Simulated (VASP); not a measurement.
Write the native input for VASP 6.6.1 that does the following.

* Task: relaxation of cell and atoms
* Functional: PBE
* Potentials or basis: VASP PAW PBE potentials, release 64 (As, B)
* Cutoff: 600 eV
* k mesh: 10 × 10 × 10
* Occupations: fermi-dirac, width 0.05 eV
* Spin: no spin polarisation
* Dipole correction: no
* Further INCAR settings: ALGO = Normal; EDIFF = 1e-06; IBRION = 2; EDIFFG = -0.005; NSW = 80; ISIF = 3

The structure of BAs lies in POSCAR:

```
BAs
1.0
    0.0000000000      2.3885000000      2.3885000000
    2.3885000000      0.0000000000      2.3885000000
    2.3885000000      2.3885000000      0.0000000000
As B
1 1
Direct
    0.7500000000      0.7500000000      0.7500000000
    0.0000000000      0.0000000000      0.0000000000
```

One way to write it, as run:

INCAR

```
PREC = Accurate
ENCUT = 600
EDIFF = 1E-6
ISMEAR = -1
SIGMA = 0.05
LREAL = F
LASPH = T
NELM = 80
ALGO = Normal
ISIF = 3
LWAVE = F
LCHARG = F
GGA = PE
IBRION = 2
NSW = 80
EDIFFG = -0.005
```

KPOINTS

```
regular mesh
0
Gamma
  10 10 10
```

Potentials or basis: VASP PAW PBE potentials, release 64 (As, B).

The run is started by

```bash
$ cat potpaw_PBE.64/As/POTCAR potpaw_PBE.64/B/POTCAR > POTCAR
$ mpirun -np 1 vasp_std > vasp.out
```

It gave:

| Property | Result |
| --- | --- |
| Relaxed volume | 13.97 Å³/atom |
| Relaxed cell | a = 3.406 Å, b = 3.406 Å, c = 3.406 Å, α = 60.00°, β = 60.00°, γ = 60.00° |
| Space group after relaxing (to 0.05 Å) | F-43m (No. 216) |
| Energy gained by relaxing | 3.5 meV/atom |
| Ionic steps | 3 |
| Pressure after relaxing | 0.0 GPa |
| Band gap on the k mesh | 1.20 eV, indirect (least direct gap 3.25 eV) |

Run time: 31 s on 1 thread of Intel Xeon 8259CL (shared host), peak memory 0.17 GiB.
